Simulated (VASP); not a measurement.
# Cu (I4/mmm) in VASP: further runs

Runs on Cu. Level: PBE. Tasks: single point.

All numbers are computed with VASP 6.6.1; they aren't measurements. Logs are shortened: lines on timing, memory, paths and dates and some standing lists are left out, and cuts for length are marked.

### 1 The cell of the first run

Symmetry: I4/mmm, No. 139, tetragonal system. The conventional cell has a = 2.556 Å, b = 2.556 Å, c = 3.687 Å, α = 90.00°, β = 90.00°, γ = 90.00°. Within 3.4 Å of Cu (site symmetry 4/mmm) lie 12 Cu at 2.56 to 2.58 Å.

### 2 Single point, PBE

INCAR reads:

```
PREC = Accurate ; ENCUT = 600
EDIFF = 1E-6 ; ISMEAR = -1
SIGMA = 0.05 ; LREAL = False
LASPH = True ; NELM = 120
ALGO = Normal ; ISIF = 2
LWAVE = False ; LCHARG = False
GGA = PE ; NBANDS = 12
GGA_COMPAT = False
```

KPOINTS reads:

```
Automatic mesh
0
Gamma
  10 10 10
```

POSCAR reads:

```
Cu
1.0
    0.0000000000      1.8075000000      1.8436500000
    1.8075000000      0.0000000000      1.8436500000
    1.8075000000      1.8075000000      0.0000000000
Cu
1
Direct
    0.0000000000      0.0000000000      0.0000000000
```

Potentials or basis: VASP PAW PBE potentials, release 64 (Cu).

On the command line:

```
> cat potpaw_PBE.64/Cu/POTCAR > POTCAR
> mpirun -np 1 vasp_std > vasp.out
```

OUTCAR:

```text
PREC = Accurate
   ENCUT = 600
   EDIFF = 1E-6
   ISMEAR = -1
   LREAL = False
   LASPH = True
   NELM = 120
   ISIF = 2
   GGA = PE

 ion  position               nearest neighbor table
   1  0.000  0.000  0.000-

  LATTYP: Found a body centered tetragonal cell.
 ALAT       =     2.5561910140
 C/A-ratio  =     1.4424978336

  Lattice vectors:

 A1 = (  -1.8075000000,   0.0000000000,   1.8436500000)
 A2 = (   1.8075000000,   0.0000000000,   1.8436500000)
 A3 = (   0.0000000000,   1.8075000000,  -1.8436500000)

Analysis of symmetry for initial positions (statically):
=====================================================================
 Subroutine PRICEL returns:
 Original cell was already a primitive cell.

 Routine SETGRP: Setting up the symmetry group for a
 body centered tetragonal supercell.

 Subroutine GETGRP returns: Found 16 space group operations
 (whereof 16 operations were pure point group operations)
 out of a pool of 16 trial point group operations.

The static configuration has the point symmetry D_4h.

Analysis of symmetry for dynamics (positions and initial velocities):
=====================================================================
 Subroutine PRICEL returns:
 Original cell was already a primitive cell.

 Routine SETGRP: Setting up the symmetry group for a
 body centered tetragonal supercell.

 Subroutine GETGRP returns: Found 16 space group operations
 (whereof 16 operations were pure point group operations)
 out of a pool of 16 trial point group operations.

The dynamic configuration has the point symmetry D_4h.

 Subroutine INISYM returns: Found 16 space group operations
 (whereof 16 operations are pure point group operations),
 and found     1 'primitive' translations

----------------------------------------------------------------------------------------

                                     Primitive cell

  volume of cell :      12.0466

  direct lattice vectors                    reciprocal lattice vectors
     0.000000000  1.807500000  1.843650000    -0.276625173  0.276625173  0.271201150
     1.807500000  0.000000000  1.843650000     0.276625173 -0.276625173  0.271201150
     1.807500000  1.807500000  0.000000000     0.276625173  0.276625173 -0.271201150

  length of vectors
     2.581879465  2.581879465  2.556191014     0.476017895  0.476017895  0.476017895

  position of ions in fractional coordinates (direct lattice)
     0.000000000  0.000000000  0.000000000

  ion indices of the primitive-cell ions
   primitive index   ion index
                 1           1

----------------------------------------------------------------------------------------

 KPOINTS: Automatic mesh

Automatic generation of k-mesh.
 Grid dimensions read from file:
 generate k-points for:   10   10   10

 Generating k-lattice:

  Cartesian coordinates                     Fractional coordinates (reciprocal lattice)
    -0.027662517  0.027662517  0.027120115     0.100000000  0.000000000  0.000000000
     0.027662517 -0.027662517  0.027120115     0.000000000  0.100000000  0.000000000
     0.027662517  0.027662517 -0.027120115     0.000000000  0.000000000  0.100000000

  Length of vectors
     0.047601789  0.047601789  0.047601789

  Shift w.r.t. Gamma in fractional coordinates (k-lattice)
     0.000000000  0.000000000  0.000000000

 Subroutine IBZKPT returns following result:
 ===========================================

 Found    102 irreducible k-points:

 Following reciprocal coordinates:
            Coordinates               Weight
  0.000000  0.000000  0.000000      1.000000
  0.100000 -0.000000  0.000000      8.000000
  0.200000 -0.000000  0.000000      8.000000
  0.300000  0.000000  0.000000      8.000000
  0.400000  0.000000  0.000000      8.000000
  0.500000  0.000000  0.000000      4.000000
[... 16 lines left out ...]
  0.300000  0.300000  0.000000      2.000000
  0.400000  0.300000  0.000000      8.000000
 [... further k-points ...]
   k-points           NKPTS =    102   k-points in BZ     NKDIM =    102   number of bands    NBANDS=     12
   number of dos      NEDOS =    301   number of ions     NIONS =      1
   total plane-waves  NPLWV =  11520
   dimension x,y,z NGX =    24 NGY =   24 NGZ =   20
   dimension x,y,z NGXF=    48 NGYF=   48 NGZF=   40
   ions per type =               1
   NGX,Y,Z   is equivalent  to a cutoff of  15.45, 15.45, 13.01 a.u.
   NGXF,Y,Z  is equivalent  to a cutoff of  30.91, 30.91, 26.01 a.u.
 SYSTEM =  unknown system
   PREC   = accura    normal or accurate (medium, high low for compatibility)
   ISTART =      0    job   : 0-new  1-cont  2-samecut
   ICHARG =      2    charge: 1-file 2-atom 10-const
   ISPIN  =      1    spin polarized calculation?
   LNONCOLLINEAR =      F non collinear calculations
   LSORBIT =      F    spin-orbit coupling
   LASPH  =      T    aspherical Exc in radial PAW
   ENCUT  =  600.0 eV  44.10 Ry    6.64 a.u.   5.16  5.16  5.11*2*pi/ulx,y,z
   NELM   =    120;   NELMIN=  2; NELMDL= -5     # of ELM steps
   EDIFF  = 0.1E-05   stopping-criterion for ELM
   LREAL  =      F    real-space projection
   EDIFFG = 0.1E-04   stopping-criterion for IOM
   NSW    =      0    number of steps for IOM
   IBRION =     -1    ionic relax: 0-MD 1-quasi-New 2-CG
   NFREE  =      0    steps in history (QN), initial steepest desc. (CG)
   ISIF   =      2    stress and relaxation
   ISYM   =      2    0-nonsym 1-usesym 2-fastsym
   POTIM  = 0.5000    time-step for ionic-motion
   TEBEG  =    0.0;   TEEND  =   0.0 temperature during run
   PSTRESS=    0.0 pullay stress
   NELECT =      11.0000    total number of electrons
   NUPDOWN=      -1.0000    fix difference up-down
   EMIN   =  10.00;   EMAX   =-10.00  energy-range for DOS
   EFERMI =   0.00;   METHOD = LEGACY
   ISMEAR =    -1;   SIGMA  =   0.05  broadening in eV -4-tet -1-fermi 0-gaus
   EFERMI_NEDOS =   21; number of points for ismear=-14 and -15
   IALGO  =     38    algorithm
   IMIX   =      4    mixing-type and parameters
     AMIX     =   0.40;   BMIX     =  1.00
     AMIX_MAG =   1.60;   BMIX_MAG =  1.00
  volume/ion in A,a.u.               =      12.05        81.29
  Fermi-wavevector in a.u.,A,eV,Ry     =   1.588245  3.001347 34.320977  2.522521
  Thomas-Fermi vector in A             =   2.687278
   LORBIT       =      0    0 simple, 1 ext, 2 COOP (PROOUT), +10 PAW based schemes
   GGA     = PE    functional components
   LHFCALC =     F    Hartree Fock is set to
   AEXX    =    0.0000 exact exchange contribution
   IVDW    =     0    specifies the selected vdW correction
   LEPSILON=     F    determine dielectric tensor
   LRPA    =     F    only Hartree local field effects (RPA)
 non-spin polarized calculation
  energy-cutoff  :      600.00
  volume of cell :       12.05
 maximum number of plane-waves:       414
 NGX is ok and might be reduce to    24
   NGX = 11   NGY = 11   NGZ = 11

 number of electron      11.0000000 magnetization

 Free energy of the ion-electron system (eV)
  ---------------------------------------------------
  ext. energy  EPLUGINS =         0.00000000
  ---------------------------------------------------
  free energy    TOTEN  =        -3.71516590 eV

  energy without entropy =       -3.71046576  energy(sigma->0) =       -3.71281583

 E-fermi :   7.2467     XC(G=0): -12.6122

 val. band max:        7.2194537484   @ k =   0.5000   0.1000   0.0000
 cond. band min:       7.2525609349   @ k =   0.5000   0.0000   0.1000
 fundamental gap:      0.0331071865
 Fermi energy:         7.2466803085

 k-point     1 :       0.0000    0.0000    0.0000
  band No.  band energies     occupation
      1      -1.8593      2.00000
      2       4.3082      2.00000
      3       4.4031      2.00000
      4       4.4031      2.00000
      5       5.1197      2.00000
      6       5.2137      2.00000
      7      29.7849      0.00000
      8      32.2316      0.00000
      9      32.2930      0.00000
     10      32.2930      0.00000
     11      34.7340      0.00000
     12      34.7340      0.00000

 k-point     2 :       0.1000   -0.0000    0.0000
  band No.  band energies     occupation
      1      -1.5019      2.00000
      2       4.2869      2.00000
      3       4.4155      2.00000
      4       4.4654      2.00000
      5       5.1023      2.00000
      6       5.1877      2.00000
      7      27.2049      0.00000
      8      30.4744      0.00000
      9      31.3309      0.00000
     10      31.4277      0.00000
     11      36.1146      0.00000
     12      36.1469      0.00000

 k-point     3 :       0.2000   -0.0000    0.0000
  band No.  band energies     occupation
      1      -0.4745      2.00000
      2       4.1564      2.00000
      3       4.4899      2.00000
      4       4.5641      2.00000
      5       5.1417      2.00000
      6       5.1921      2.00000
      7      22.0903      0.00000
      8      29.9010      0.00000
      9      30.2554      0.00000
     10      30.3823      0.00000
     11      35.9985      0.00000
     12      36.8373      0.00000
[... 286 lines left out ...]
 k-point    23 :       0.3000    0.3000    0.0000
  band No.  band energies     occupation
      1       1.6703      2.00000
      2       3.4527      2.00000
      3       4.8306      2.00000
      4       5.2634      2.00000
      5       5.2634      2.00000
      6       5.5322      2.00000
      7      22.1497      0.00000
      8      23.1239      0.00000
      9      23.1239      0.00000
     10      25.8136      0.00000
     11      28.4740      0.00000
     12      46.1261      0.00000

 k-point    24 :       0.4000    0.3000    0.0000
  band No.  band energies     occupation
      1       2.4081      2.00000
      2       3.3323      2.00000
      3       4.8339      2.00000
      4       5.3230      2.00000
      5       5.6890      2.00000
      6       6.2297      2.00000
      7      19.4690      0.00000
      8      19.6998      0.00000
      9      22.3657      0.00000
     10      26.3957      0.00000
     11      30.0342      0.00000
     12      44.8766      0.00000

 [... further k-points ...]
[... 5 lines left out ...]
  --------------------------------------------------------------------------------------
  -------------------------------------------------------------------------------------
  Total        0.0110034      0.0110034     -0.0829461      0.0000000      0.0000000      0.0000000
  in kB        1.4634259      1.4634259    -11.0316768      0.0000000      0.0000000      0.0000000
  external PRESSURE =      -2.7016083 kB  Pullay stress =       0.0000000 kB

 VOLUME and BASIS-vectors are now :
 -----------------------------------------------------------------------------
  energy-cutoff  :      600.00
  volume of cell :       12.05
      direct lattice vectors                 reciprocal lattice vectors
     0.000000000  1.807500000  1.843650000    -0.276625173  0.276625173  0.271201150
     1.807500000  0.000000000  1.843650000     0.276625173 -0.276625173  0.271201150
     1.807500000  1.807500000  0.000000000     0.276625173  0.276625173 -0.271201150

 POSITION                                       TOTAL-FORCE (eV/Angst)
 -----------------------------------------------------------------------------------
      0.00000      0.00000      0.00000        -0.000000      0.000000      0.000000
 -----------------------------------------------------------------------------------
    total drift:                                0.000000      0.000000     -0.000000

  FREE ENERGIE OF THE ION-ELECTRON SYSTEM (eV)
  ---------------------------------------------------
  free  energy   TOTEN  =        -3.7151659006 eV

  energy  without entropy=       -3.7104657640  energy(sigma->0) =       -3.71281583
```

Wall time 10 s (1 thread of Intel Xeon Platinum 8488C (Sapphire Rapids), shared host); peak memory 0.14 GiB.

Results:

```
Free energy : -3.7152 eV
Pressure    : -0.3 GPa
```

### 3 Single point, PBE

This run uses another cell than the first one, of 12.28 Å³/atom, 1.020 times its volume.

INCAR reads:

```
  PREC = Accurate
  ENCUT = 600
  EDIFF = 1E-6
  ISMEAR = -1
  SIGMA = 0.05
  LREAL = F
  LASPH = T
  NELM = 120
  ALGO = Normal
  ISIF = 2
  LWAVE = F
  LCHARG = F
  GGA = PE
  NBANDS = 12
  GGA_COMPAT = F
```

KPOINTS is that of step 2.

POSCAR reads:

```
Cu
1.0
    0.0000000000      1.8075000000      1.8798000000
    1.8075000000      0.0000000000      1.8798000000
    1.8075000000      1.8075000000      0.0000000000
Cu
1
Direct
    0.0000000000      0.0000000000      0.0000000000
```

Potentials or basis: VASP PAW PBE potentials, release 64 (Cu).

On the command line:

```
> cat potpaw_PBE.64/Cu/POTCAR > POTCAR
> mpirun -np 1 vasp_std > vasp.out
```

OUTCAR:

```text
PREC = Accurate
   ENCUT = 600
   EDIFF = 1E-6
   ISMEAR = -1
   LREAL = F
   LASPH = T
   NELM = 120
   ISIF = 2
   GGA = PE

 ion  position               nearest neighbor table
   1  0.000  0.000  0.000-

  LATTYP: Found a body centered tetragonal cell.
 ALAT       =     2.5561910140
 C/A-ratio  =     1.4707821049

  Lattice vectors:

 A1 = (  -1.8075000000,   0.0000000000,   1.8798000000)
 A2 = (   1.8075000000,   0.0000000000,   1.8798000000)
 A3 = (   0.0000000000,   1.8075000000,  -1.8798000000)

[... 529 lines left out ...]
      4       5.1398      2.00000
      5       5.4761      2.00000
      6       5.9532      2.00000
      7      18.7395      0.00000
      8      19.3970      0.00000
      9      22.2169      0.00000
     10      26.1948      0.00000
     11      29.7942      0.00000
     12      44.5758      0.00000

 [... further k-points ...]
[... 5 lines left out ...]
  --------------------------------------------------------------------------------------
  -------------------------------------------------------------------------------------
  Total       -0.1525292     -0.1525292     -0.3011494      0.0000000     -0.0000000      0.0000000
  in kB      -19.8959742    -19.8959742    -39.2820623      0.0000000     -0.0000000      0.0000000
  external PRESSURE =     -26.3580036 kB  Pullay stress =       0.0000000 kB

 VOLUME and BASIS-vectors are now :
 -----------------------------------------------------------------------------
  energy-cutoff  :      600.00
  volume of cell :       12.28
      direct lattice vectors                 reciprocal lattice vectors
     0.000000000  1.807500000  1.879800000    -0.276625173  0.276625173  0.265985743
     1.807500000  0.000000000  1.879800000     0.276625173 -0.276625173  0.265985743
     1.807500000  1.807500000  0.000000000     0.276625173  0.276625173 -0.265985743

 POSITION                                       TOTAL-FORCE (eV/Angst)
 -----------------------------------------------------------------------------------
      0.00000      0.00000      0.00000        -0.000000      0.000000      0.000000
 -----------------------------------------------------------------------------------
    total drift:                                0.000000      0.000000      0.000000

  FREE ENERGIE OF THE ION-ELECTRON SYSTEM (eV)
  ---------------------------------------------------
  free  energy   TOTEN  =        -3.7113045514 eV

  energy  without entropy=       -3.7060614882  energy(sigma->0) =       -3.70868302
```

stdout:

```text
POSCAR found type information on POSCAR Cu
 POSCAR found :  1 types and       1 ions
 scaLAPACK will be used
 LDA part: xc-table for (Slater+PW92), standard interpolation
 POSCAR, INCAR and KPOINTS ok, starting setup
 FFT: planning ... GRIDC
 FFT: planning ... GRID_SOFT
 FFT: planning ... GRID
 WAVECAR not read
 entering main loop
```

It took 11 s on 1 thread of Intel Xeon Platinum 8488C (Sapphire Rapids), shared host; peak memory 0.14 GiB.

What came out:

```yaml
Free_energy: -3.7113 eV
Pressure: -2.6 GPa
```

### 4 Single point, PBE

This run uses another cell than the first one, of 11.34 Å³/atom, 0.941 times its volume.

INCAR reads:

```
SYSTEM = Cu
ALGO = Normal
EDIFF = 1E-6
ENCUT = 600
GGA = PE
GGA_COMPAT = .False.
ISIF = 2
ISMEAR = -1
LASPH = .True.
LCHARG = .False.
LREAL = .False.
LWAVE = .False.
NBANDS = 12
NELM = 120
PREC = Accurate
SIGMA = 0.05
```

KPOINTS reads:

```
k-points
0
Gamma
  11 11 11
  0 0 0
```

POSCAR reads:

```
Cu
1.0
    0.0000000000      1.8075000000      1.7352000000
    1.8075000000      0.0000000000      1.7352000000
    1.8075000000      1.8075000000      0.0000000000
Cu
1
Direct
    0.0000000000      0.0000000000      0.0000000000
```

On the command line:

```
> cat potpaw_PBE.64/Cu/POTCAR > POTCAR
> mpirun -np 1 vasp_std > vasp.out
```

It took 13 s on 1 thread of Intel Xeon Platinum 8488C (Sapphire Rapids), shared host; peak memory 0.13 GiB.

The run converged. Its results:

* Free energy: -3.7147 eV
* Pressure: 8.9 GPa

Stress tensor (GPa, compression positive):
```
 8.24  0.00  0.00
 0.00  8.24  0.00
 0.00  0.00 10.19
```

Levels at points of the mesh, in eV from the Fermi level:
```
           k point  band 2  band 3  band 4  band 5  band 6  band 7  band 8  band 9  band 10  band 11
(0.00, 0.00, 0.00)   -3.26   -3.26   -3.06   -2.43   -2.23   22.92   25.79   25.79    26.02    28.31
```

### 5 Single point, PBE

This run uses another cell than the first one, of 11.57 Å³/atom, 0.961 times its volume.

INCAR is that of step 4.

KPOINTS is that of step 4.

POSCAR reads:

```
Cu
1.0
    0.0000000000      1.8075000000      1.7713500000
    1.8075000000      0.0000000000      1.7713500000
    1.8075000000      1.8075000000      0.0000000000
Cu
1
Direct
    0.0000000000      0.0000000000      0.0000000000
```

On the command line:

```
> cat potpaw_PBE.64/Cu/POTCAR > POTCAR
> mpirun -np 1 vasp_std > vasp.out
```

Run time: 14 s. Hardware: 1 thread of Intel Xeon Platinum 8488C (Sapphire Rapids), shared host; peak memory 0.13 GiB.

Results (log left out):

```
Free energy : -3.7265 eV
Pressure    : 5.3 GPa
```

Stress tensor (GPa, compression positive):
```
4.94 0.00 0.00
0.00 4.94 0.00
0.00 0.00 5.93
```

Levels at points of the mesh, in eV from the Fermi level:
```
           k point  band 3  band 4  band 5  band 6  band 7  band 8  band 9  band 10
(0.00, 0.00, 0.00)   -3.20   -3.10   -2.37   -2.27   22.69   25.46   25.46    25.55
```

### 6 The runs side by side

```csv
cell,k mesh,gap on the mesh (eV),pressure (GPa)
"a = 2.582, b = 2.582, c = 2.556 Å, angles 60.3, 60.3, 59.3°, 1 atom",10 × 10 × 10,none,-0.3
"a = 2.608, b = 2.608, c = 2.556 Å, angles 60.7, 60.7, 58.7°, 1 atom",10 × 10 × 10,none,-2.6
"a = 2.506, b = 2.506, c = 2.556 Å, angles 59.3, 59.3, 61.3°, 1 atom",11 × 11 × 11,none,8.9
"a = 2.531, b = 2.531, c = 2.556 Å, angles 59.7, 59.7, 60.7°, 1 atom",11 × 11 × 11,none,5.3
```

Alike in all rows: task single point; level PBE; potentials or basis VASP PAW PBE potentials, release 64 (Cu); no spin polarisation; cutoff (eV) 600; smearing fermi-dirac 0.05 eV.

Absolute energies hang on the potentials; compare differences alone.
